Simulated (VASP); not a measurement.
Write the native input for VASP 6.6.1 that does the following.

```yaml
Task: single point
Functional: PBE
Potentials_or_basis: VASP PAW PBE potentials, release 64 (Cd, O)
Cutoff: 600 eV
k_mesh: 4 × 4 × 4
Occupations: fermi-dirac, width 0.1 eV
Spin: no spin polarisation
Dipole_correction: no
Further_INCAR_settings: ALGO = Normal; EDIFF = 1e-06; NBANDS = 16
```

The structure of CdO lies in POSCAR:

```
CdO
1.0
    0.0000000000      2.3495000000      2.3495000000
    2.3495000000      0.0000000000      2.3495000000
    2.3495000000      2.3495000000      0.0000000000
Cd O
1 1
Direct
    0.0000000000      0.0000000000      0.0000000000
    0.5000000000      0.5000000000      0.5000000000
```

The input as run:

INCAR

```
SYSTEM = CdO
PREC = Accurate ; ENCUT = 600
EDIFF = 1E-6 ; ISMEAR = -1
SIGMA = 0.1 ; LREAL = .False.
LASPH = .True. ; NELM = 120
ALGO = Normal ; ISIF = 2
LWAVE = .False. ; LCHARG = .False.
GGA = PE ; NBANDS = 16
GGA_COMPAT = .False.
```

KPOINTS

```
regular mesh
0
Gamma
  4 4 4
  0 0 0
```

Potentials or basis: VASP PAW PBE potentials, release 64 (Cd, O).

Run with:

```console
$ cat potpaw_PBE.64/Cd/POTCAR potpaw_PBE.64/O/POTCAR > POTCAR
$ mpirun -np 1 vasp_std > vasp.out
```

It gave:

```json
{
  "Pressure": "7.7 GPa",
  "Band gap on the k mesh": "zero (bands 9 and 10 overlap by 0.43 eV)"
}
```

Caveat: the k points lie up to 0.58 Å⁻¹ apart; semilocal functionals underestimate gaps, so a narrow gap can read as zero.

Wall time 13 s on 1 thread of Intel Xeon 8259CL, on a shared host, peak memory 0.15 GiB.
